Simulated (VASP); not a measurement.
Write the native input for VASP 6.6.1 that does the following.

```
Task                   : single point
Functional             : PBE
Potentials or basis    : VASP PAW PBE potentials, release 64 (Al, N)
Cutoff                 : 520 eV
k mesh                 : 2 × 2 × 3
Occupations            : gaussian, width 0.01 eV
Spin                   : no spin polarisation
Dipole correction      : no
Further INCAR settings : LREAL = Auto; ALGO = Normal; EDIFF = 1e-07; NBANDS = 46
```

The structure of AlN (AlN (P6_3mc)) lies in POSCAR:

```
AlN
1.0
    6.2595139150      0.0000000574      0.0000000000
   -3.1297570072      5.4208980363      0.0000000000
    0.0000000000      0.0000000000      5.0174032967
Al N
8 8
Direct
    0.3333333333      0.1666666667      0.4992353700
    0.1666666667      0.3333333333      0.9992353700
    0.3333333333      0.6666666667      0.4992353700
    0.1666666667      0.8333333333      0.9992353700
    0.8333333333      0.1666666667      0.4992353700
    0.6666666667      0.3333333333      0.9992353700
    0.8333333333      0.6666666667      0.4992353700
    0.6666666667      0.8333333333      0.9992353700
    0.3333333333      0.1666666667      0.8807646300
    0.1666666667      0.3333333333      0.3807646300
    0.3333333333      0.6666666667      0.8807646300
    0.1666666667      0.8333333333      0.3807646300
    0.8333333333      0.1666666667      0.8807646300
    0.6666666667      0.3333333333      0.3807646300
    0.8333333333      0.6666666667      0.8807646300
    0.6666666667      0.8333333333      0.3807646300
```

These files were run (other wordings do the same):

INCAR

```
PREC = Accurate
ENCUT = 520
EDIFF = 1E-7
ISMEAR = 0
SIGMA = 0.01
LREAL = Auto
LASPH = T
NELM = 60
ALGO = Normal
ISIF = 2
LWAVE = F
LCHARG = F
GGA = PE
NBANDS = 46
```

KPOINTS

```
regular mesh
0
Gamma
  2 2 3
```

Potentials or basis: VASP PAW PBE potentials, release 64 (Al, N).

Launch:

```bash
$ cat potpaw_PBE.64/Al/POTCAR potpaw_PBE.64/N/POTCAR > POTCAR
$ mpirun -np 1 vasp_std > vasp.out
```

It gave:

| Property | Result |
| --- | --- |
| Pressure | -0.2 GPa |
| Largest force | 0.012 eV/Å |
| Band gap on the k mesh | 4.04 eV |

Caveat: the k points lie up to 0.58 Å⁻¹ apart.

Run time: 61 s on 1 thread of Intel(R) Xeon(R) Platinum 8259CL CPU @ 2.50GHz (Skylake/Cascade Lake), with other jobs on the host, peak memory 0.29 GiB.
